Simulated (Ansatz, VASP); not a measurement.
# Two plane-wave programs on FeAu

INCAR

```
SYSTEM = FeAu
PREC = Accurate ; ENCUT = 520
EDIFF = 1E-6 ; ISMEAR = -1
SIGMA = 0.05 ; LREAL = .FALSE.
LASPH = .TRUE. ; NELM = 150
ALGO = Fast ; ISIF = 2
LWAVE = .FALSE. ; LCHARG = .FALSE.
ISPIN = 2 ; MAGMOM = 0 3
LORBIT = 11 ; LMAXMIX = 4
GGA = PE ; NBANDS = 20
```

File KPOINTS:

```
Automatic mesh
0
G
  11 11 11
  0 0 0
```

The input POSCAR:

```
FeAu
1.0
    1.3926678396      0.8040571521      4.4090478775
   -1.3926678396      0.8040571521      4.4090478775
    0.0000000000     -1.6081143042      4.4090478775
Au Fe
1 1
Direct
    0.0000000000      0.0000000000      0.0000000000
    0.5000000000      0.5000000000      0.5000000000
```

File input.yaml:

```yaml
crystal:
  lattice:
    - [1.3926678396, 0.8040571521, 4.4090478775]
    - [-1.3926678396, 0.8040571521, 4.4090478775]
    - [0.0, -1.6081143042, 4.4090478775]
  atoms:
    - { symbol: Au, position: [0.0, 0.0, 0.0] }
    - { symbol: Fe, position: [0.5, 0.5, 0.5], spin: 3.0 }
hamiltonian:
  xc: pbe
  pseudopotentials: { kind: paw }
magnetization:
  spin_polarized: true
kpoints:
  mp_grid: { grid: [11, 11, 11] }
scf:
  occupations: { method: fermi_dirac, width: 0.05 }
output:
  forces: true
  stress: true
  eigenvalues: true
```

Alike in both runs: task single point; functional PBE; k mesh 11 × 11 × 11; occupations fermi-dirac, width 0.05 eV; collinear spin.

|  | VASP | Ansatz |
| --- | --- | --- |
| version | VASP 6.6.1 | Ansatz 0.2.0 |
| potentials or method | VASP PAW PBE potentials, release 64 (Au, Fe) | Ansatz PAW |
| plane-wave cutoff (eV) | 520 | 420 |
| valence electrons in the cell | 19 | 35 |

VASP gave:

| Item | Value |
| --- | --- |
| gap on the k mesh at the Fermi level (eV) | none |
| pressure (GPa) | 5.1 |
| traceless stress, the component that is largest in VASP (GPa) | 0.86 |
| net moment per atom (μB) | 1.43 |
| size of the moment on the site where the two differ most (μB) | 2.83 |

Task: Which values does Ansatz return?

Result: gap on the k mesh at the Fermi level (eV): none; pressure (GPa): 5.4; traceless stress, the component that is largest in VASP (GPa): 0.86; net moment per atom (μB): 1.43; size of the moment on the site where the two differ most (μB): 2.87.

Site moments also hang on the region over which each program counts them. A gap of «none» marks a metal or a gap that the smearing closes. VASP's potentials hold 19 valence electrons a cell and Ansatz's 35, so a difference there can come from the potentials and not from the codes.

Neither program's run includes spin-orbit coupling.
